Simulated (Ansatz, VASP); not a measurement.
## One calculation of Sn, two programs

```
Sn
1.0
    -1.65810    1.64386    2.31627
     1.71577   -1.77624    2.45937
     1.67674    1.79436   -2.41679
Sn
1
Direct
  0.00000 0.00000 0.00000
```

Alike in both runs: task single point; functional LDA; k mesh 7 × 7 × 8; occupations gaussian, width 0.01 eV; no spin polarisation.

|  | VASP | Ansatz |
| --- | --- | --- |
| version | VASP 6.6.1 | Ansatz 0.2.0 |
| potentials or method | VASP PAW LDA potentials, release 64 (Sn_d), cutoff 520 eV | plane waves, PAW |
| valence electrons in the cell | 14 | 14 |

|  | VASP | Ansatz | Ansatz less VASP |
| --- | --- | --- | --- |
| pressure (GPa) | -3.7 | -3.7 | 0.00 |
| traceless stress, the component that is largest in VASP (GPa) | 0.61 | 0.61 | +0.002 |

LDA's correlation is that of Perdew and Zunger in VASP and of Perdew and Wang (1992) in Ansatz. Ansatz's warnings: stress scf threshold loose.
